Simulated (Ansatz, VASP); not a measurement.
**Mg8O9 in VASP and in Ansatz**

The input INCAR:

```
PREC     = Accurate       # precision mode
ENCUT    = 520            # plane-wave cutoff, eV
EDIFF    = 1E-7           # SCF threshold, eV
ISMEAR   = -1             # smearing method
SIGMA    = 0.05           # smearing width, eV
LREAL    = Auto         
LASPH    = True           # aspherical terms in the spheres
NELM     = 150            # most SCF steps
ALGO     = Normal         # electronic algorithm
ISIF     = 2              # what is computed and relaxed
LWAVE    = False          # write WAVECAR
LCHARG   = False          # write CHGCAR
ISPIN    = 2              # spin polarisation
MAGMOM   = 0 0 0 0 0 0 0 0 0 0 0 0 0 0 0 0 1 # initial moments
LORBIT   = 11             # projections on sites
GGA      = PE             # functional
IBRION   = 2              # ionic algorithm
NSW      = 45             # ionic steps
EDIFFG   = -0.08          # ionic threshold
```

KPOINTS

```
Automatic mesh
0
Gamma
  2 2 2
```

POSCAR

```
Mg8O9
1.0
    0.0000000000      3.8280000000      3.8280000000
    3.8280000000      0.0000000000      3.8280000000
    3.8280000000      3.8280000000      0.0000000000
Mg O
8 9
Direct
    0.0000000000      0.0000000000      0.0000000000
    0.0000000000      0.0000000000      0.5000000000
    0.0000000000      0.5000000000      0.0000000000
    0.0000000000      0.5000000000      0.5000000000
    0.5000000000      0.0000000000      0.0000000000
    0.5000000000      0.0000000000      0.5000000000
    0.5000000000      0.5000000000      0.0000000000
    0.5000000000      0.5000000000      0.5000000000
    0.2500000000      0.2500000000      0.2500000000
    0.2500000000      0.2500000000      0.7500000000
    0.2500000000      0.7500000000      0.2500000000
    0.2500000000      0.7500000000      0.7500000000
    0.7500000000      0.2500000000      0.2500000000
    0.7500000000      0.2500000000      0.7500000000
    0.7500000000      0.7500000000      0.2500000000
    0.7500000000      0.7500000000      0.7500000000
    0.8794150000      0.8685075000      0.3779317000
```

Input for Ansatz:

```yaml
accuracy: low
crystal:
  lattice:
    - [0.0, 3.828, 3.828]
    - [3.828, 0.0, 3.828]
    - [3.828, 3.828, 0.0]
  atoms:
    - { symbol: Mg, position: [0.0, 0.0, 0.0] }
    - { symbol: O, position: [0.25, 0.25, 0.25] }
    - { symbol: Mg, position: [0.0, 0.0, 0.5] }
    - { symbol: O, position: [0.25, 0.25, 0.75] }
    - { symbol: Mg, position: [0.0, 0.5, 0.0] }
    - { symbol: O, position: [0.25, 0.75, 0.25] }
    - { symbol: Mg, position: [0.0, 0.5, 0.5] }
    - { symbol: O, position: [0.25, 0.75, 0.75] }
    - { symbol: Mg, position: [0.5, 0.0, 0.0] }
    - { symbol: O, position: [0.75, 0.25, 0.25] }
    - { symbol: Mg, position: [0.5, 0.0, 0.5] }
    - { symbol: O, position: [0.75, 0.25, 0.75] }
    - { symbol: Mg, position: [0.5, 0.5, 0.0] }
    - { symbol: O, position: [0.75, 0.75, 0.25] }
    - { symbol: Mg, position: [0.5, 0.5, 0.5] }
    - { symbol: O, position: [0.75, 0.75, 0.75] }
    - { symbol: O, position: [0.879415, 0.8685075, 0.3779317], spin: 1.0 }
magnetization:
  spin_polarized: true
basis:
  ecutwfc: 420.0
kpoints:
  mp_grid: { grid: [2, 2, 2] }
hamiltonian:
  xc: pbe
  pseudopotentials: { kind: paw, azcp: { folder: soft_1 } }
scf:
  occupations: { method: fermi_dirac, width: 0.05 }
  lower_state_search: "off"
relax:
  f_tol: 0.08
  max_steps: 25
  adjacent_minimum: "off"
output:
  write_density: true
  write_potential: true
  elf: true
  volumetric_format: npy
```

Alike in both runs: task relaxation of the atoms; functional PBE; k mesh 2 × 2 × 2; occupations fermi-dirac, width 0.05 eV; collinear spin.

|  | VASP | Ansatz |
| --- | --- | --- |
| version | VASP 6.6.1 | Ansatz 0.2.0 |
| potentials or method | VASP PAW PBE potentials, release 64 (Mg, O), cutoff 520 eV | scalar-relativistic, plane waves, PAW |
| valence electrons in the cell | 70 | 134 |

Ansatz gave:

- gap on the k mesh at the Fermi level, each at its own relaxed structure (eV): 6.41
- net moment per atom (μB): 0.00
- size of the moment on the site where the two differ most (μB): 0.00

Q: Estimate VASP's values.

A: gap on the k mesh at the Fermi level, each at its own relaxed structure (eV): 0.26; net moment per atom (μB): 0.12; size of the moment on the site where the two differ most (μB): 0.76.

The net moments are unlike, so the other rows may belong to different states. Site moments also hang on the region over which each program counts them. VASP's potentials hold 70 valence electrons a cell and Ansatz's 134, so a difference there can come from the potentials and not from the codes. Ansatz's warnings: seeded moment not kept.

The k mesh is coarse, so the values compare programs but aren't converged.
